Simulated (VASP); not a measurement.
Input of a VASP 6.6.1 run:

Contents of POSCAR:

```
ReS
1.0
    0.0000000000      2.4842001446      2.4842001446
    2.4842001446      0.0000000000      2.4842001446
    2.4842001446      2.4842001446      0.0000000000
Re S
1 1
Direct
    0.0000000000      0.0000000000      0.0000000000
    0.5000000000      0.5000000000      0.5000000000
```

Contents of INCAR.step1:

```
  PREC = Accurate
  ENCUT = 520
  ISMEAR = 0
  SIGMA = 0.1
  LREAL = F
  LASPH = T
  NELM = 60
  NBANDS = 14
  GGA = PE
  ALGO = Normal
  EDIFF = 1E-4
  LWAVE = T
  LCHARG = F
```

File INCAR.step2:

```
  PREC = Accurate
  ENCUT = 520
  EDIFF = 1E-7
  ISMEAR = 0
  SIGMA = 0.1
  LREAL = F
  LASPH = T
  NELM = 60
  ALGO = Normal
  ISIF = 2
  LWAVE = F
  LCHARG = F
  METAGGA = R2SCAN
  LMIXTAU = T
  NBANDS = 14
  ISTART = 1
```

Contents of KPOINTS:

```
Automatic mesh
0
Gamma
  14 14 14
```

Potentials or basis: VASP PAW PBE potentials, release 64 (Re, S).

Launch:

```sh
$ cat potpaw_PBE.64/Re/POTCAR potpaw_PBE.64/S/POTCAR > POTCAR
$ cp INCAR.step1 INCAR
$ mpirun -np 1 vasp_std > vasp.out
$ cp INCAR.step2 INCAR
$ mpirun -np 1 vasp_std > vasp.out
```

Question: Predict the band gap on the k mesh.

Answer: Zero (an odd number of electrons rules out a gap without spin polarisation).

Question: What does it give for the pressure?

Answer: -6.4 GPa.

Caveat: the cell stands under tension; the PAW data sets were made with another functional, which shifts forces and pressure a little; spin-orbit coupling is left out, which moves the levels of the heavy elements; an odd number of electrons without spin polarisation forces a metal; a magnetic or distorted state may lie lower.
